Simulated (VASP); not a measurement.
Set up this calculation in VASP 6.6.1, as the native input.

```yaml
Task: relaxation of cell and atoms
Functional: r2SCAN
Potentials_or_basis: VASP PAW PBE potentials, release 64 (Ga_d)
Cutoff: 600 eV
k_mesh: 9 × 9 × 9
Occupations: fermi-dirac, width 0.1 eV
Spin: no spin polarisation
Dipole_correction: no
Further_INCAR_settings: ALGO = Normal; EDIFF = 1e-07; IBRION = 2; EDIFFG = -0.01; NSW = 80; ISIF = 3
```

Crystal: Ga.

```
Ga
1.0
     0.00000    2.97961    2.97961
     2.97961    0.00000    2.97961
     2.97961    2.97961    0.00000
Ga
2
Direct
  0.12500 0.12500 0.12500
  0.87500 0.87500 0.87500
```

This isn't the form of Ga at room conditions, which is orthorhombic.

The input as run:

POSCAR

```
Ga
1.0
    0.0000000000      2.9796103622      2.9796103622
    2.9796103622      0.0000000000      2.9796103622
    2.9796103622      2.9796103622      0.0000000000
Ga
2
Direct
    0.1250000000      0.1250000000      0.1250000000
    0.8750000000      0.8750000000      0.8750000000
```

INCAR.step1

```
PREC = Accurate
ENCUT = 600
ISMEAR = -1
SIGMA = 0.1
LREAL = False
LASPH = True
NELM = 80
GGA = PE
ALGO = Normal
EDIFF = 1E-4
LWAVE = True
LCHARG = False
```

INCAR.step2

```
PREC = Accurate
ENCUT = 600
EDIFF = 1E-7
ISMEAR = -1
SIGMA = 0.1
LREAL = False
LASPH = True
NELM = 80
ALGO = Normal
ISIF = 3
LWAVE = False
LCHARG = False
METAGGA = R2SCAN
LMIXTAU = True
IBRION = 2
NSW = 80
EDIFFG = -0.01
ISTART = 1
```

KPOINTS

```
regular mesh
0
Gamma
  9 9 9
```

Potentials or basis: VASP PAW PBE potentials, release 64 (Ga_d).

Run with:

```console
$ cat potpaw_PBE.64/Ga_d/POTCAR > POTCAR
$ cp INCAR.step1 INCAR
$ mpirun -np 1 vasp_std > vasp.out
$ cp INCAR.step2 INCAR
$ mpirun -np 1 vasp_std > vasp.out
```

It gave:

The relaxed volume is 24.10 Å³/atom. The relaxed cell is a = 4.085 Å, b = 4.085 Å, c = 4.085 Å, α = 60.00°, β = 60.00°, γ = 60.00°. The space group after relaxing (to 0.1 Å) is Fd-3m (No. 227) and the energy gained by relaxing is 27.6 meV/atom. The ionic steps are 3. The pressure after relaxing is -0.1 GPa. The band gap on the k mesh is zero (bands 13 and 14 overlap by 4.12 eV).

Caveat: the PAW data sets were made with another functional, which shifts forces and pressure a little.

Wall time 5.9 min on 1 thread of AMD EPYC 9R45 96-Core Processor (Zen 5), with other jobs on the host, peak memory 0.21 GiB.
